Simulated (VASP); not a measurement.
A run of VASP 6.6.1 is set up as follows.

The input INCAR:

```
SYSTEM = InGa2As3
ALGO = Normal ; EDIFF = 1E-7
ENCUT = 520 ; GGA = PE
ISIF = 2 ; ISMEAR = 0
LASPH = .TRUE. ; LCHARG = .TRUE.
LELF = .TRUE. ; LREAL = .FALSE.
LVHAR = .TRUE. ; LWAVE = .FALSE.
NBANDS = 66 ; NELM = 60
PREC = Accurate ; SIGMA = 0.2
```

KPOINTS

```
k-points
0
G
  3 3 3
  0 0 0
```

POSCAR

```
InGa2As3
1.0
    6.2391334164     -3.6088691515      0.0000000000
    6.2391334164      3.6088691515      0.0000000000
    0.0000000000      0.0000000000      6.8345194797
In Ga As
2 4 6
Direct
    0.1712872139      0.8287127861      0.4995250478
    0.8287127861      0.1712872139     -0.0004749522
    0.4943879698      0.1668911548      0.5003992941
    0.8331088452      0.5056120302      0.5003992941
    0.5056120302      0.8331088452      0.0003992941
    0.1668911548      0.4943879698      0.0003992941
    0.5191812078      0.8336484149      0.3667531810
    0.8140700155      0.1859299845      0.3911700019
    0.1663515851      0.4808187922      0.3667531810
    0.4808187922      0.1663515851      0.8667531810
    0.8336484149      0.5191812078      0.8667531810
    0.1859299845      0.8140700155      0.8911700019
```

Potentials or basis: VASP PAW PBE potentials, release 64 (In_d, Ga_d, As).

The run is started by

```console
$ cat potpaw_PBE.64/In_d/POTCAR potpaw_PBE.64/Ga_d/POTCAR potpaw_PBE.64/As/POTCAR > POTCAR
$ mpirun -np 1 vasp_std > vasp.out
```

Task: Predict the pressure.

Result: -0.1 GPa.

Task: Estimate the largest force.

Result: 0.065 eV/Å.

Stress tensor (GPa, compression positive):
```
-0.15  0.00  0.00
 0.00 -0.20  0.00
 0.00  0.00  0.10
```
